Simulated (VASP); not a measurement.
Input of a VASP 6.6.1 run:

Contents of INCAR:

```
PREC = Accurate
ENCUT = 520
EDIFF = 1E-6
ISMEAR = 0
SIGMA = 0.02
LREAL = F
LASPH = T
NELM = 60
ALGO = Normal
ISIF = 2
LWAVE = F
LCHARG = F
NBANDS = 29
```

Contents of KPOINTS:

```
Automatic mesh
0
Gamma
  6 6 6
```

File POSCAR:

```
CsCdCl3
1.0
    5.1121726469      0.0000000000      0.0000000000
    0.0000000000      5.1121726469      0.0000000000
    0.0000000000      0.0000000000      5.2144160999
Cs Cd Cl
1 1 3
Direct
    0.0000000000      0.0000000000      0.0000000000
    0.5000000000      0.5000000000      0.5000000000
    0.0000000000      0.5000000000      0.5000000000
    0.5000000000      0.0000000000      0.5000000000
    0.5000000000      0.5000000000      0.0000000000
```

Potentials or basis: VASP PAW LDA potentials, release 64 (Cs_sv, Cd, Cl).

Command:

```console
$ cat potpaw_LDA.64/Cs_sv/POTCAR potpaw_LDA.64/Cd/POTCAR potpaw_LDA.64/Cl/POTCAR > POTCAR
$ mpirun -np 1 vasp_std > vasp.out
```

Q: Estimate the band gap on the k mesh.

A: 1.55 eV (least direct gap 2.26 eV).

Q: Predict the pressure.

A: -0.5 GPa.

Stress tensor (GPa, compression positive):
```
-0.18  0.00  0.00
 0.00 -0.18  0.00
 0.00  0.00 -1.14
```

Caveat: the cell differs from its parent crystal (strain along c alone, the other axes held: +2.0 %); spin-orbit coupling is left out, which moves the levels of the heavy elements. A k mesh can miss the band edges.
